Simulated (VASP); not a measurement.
SnO (Romarchite): single point with PBE

The system is SnO (Romarchite).

```
CELL_PARAMETERS angstrom
3.84859 0.00000 0.00000
0.00000 3.84859 0.00000
0.00000 0.00000 4.90450
ATOMIC_POSITIONS crystal
Sn 0.50000 0.00000 0.23690
Sn 0.00000 0.50000 0.76310
O 0.00000 0.00000 0.00000
O 0.50000 0.50000 0.00000
```

```yaml
Program: VASP 6.6.1
Task: single point
Functional: PBE
Potentials_or_basis: VASP PAW PBE potentials, release 64 (Sn_d, O)
Cutoff: 520 eV
k_mesh: 6 × 6 × 4
Occupations: fermi-dirac, width 0.1 eV
Spin: no spin polarisation
```

```
Pressure               : 1.1 GPa
Largest force          : 0.064 eV/Å
Band gap on the k mesh : 0.21 eV, indirect (least direct gap 2.03 eV)
```

Forces on the atoms (eV/Å):
```
Sn   0.000  0.000  0.064
Sn   0.000  0.000 -0.064
O    0.000  0.000  0.000
O    0.000  0.000  0.000
```

Stress tensor (GPa, compression positive):
```
1.19 0.00 0.00
0.00 1.19 0.00
0.00 0.00 1.04
```

Levels at points of the mesh, in eV from the valence-band top:
```tsv
k point	band 18	band 19	band 20	band 21	band 22	band 23
(0.00, 0.00, 0.00)	-2.97	-2.97	0.00	2.03	4.37	4.69
(0.50, 0.00, 0.00)	-4.59	-2.54	-2.54	3.15	3.15	5.86
(0.50, 0.50, 0.00)	-2.33	-1.82	-1.82	0.21	0.21	4.52
(0.00, 0.00, 0.50)	-2.99	-2.99	-2.05	1.73	3.04	3.04
(0.50, 0.00, 0.50)	-4.56	-1.63	-1.63	2.56	2.56	5.41
(0.50, 0.50, 0.50)	-2.56	-2.33	-2.33	2.43	2.43	3.97
```

It took 47 s on 1 thread of Intel(R) Xeon(R) Platinum 8488C (Sapphire Rapids), with other jobs on the host, peak memory 0.19 GiB.

Caveat: spin-orbit coupling is left out, which moves the levels of the heavy elements. A k mesh can miss the band edges.
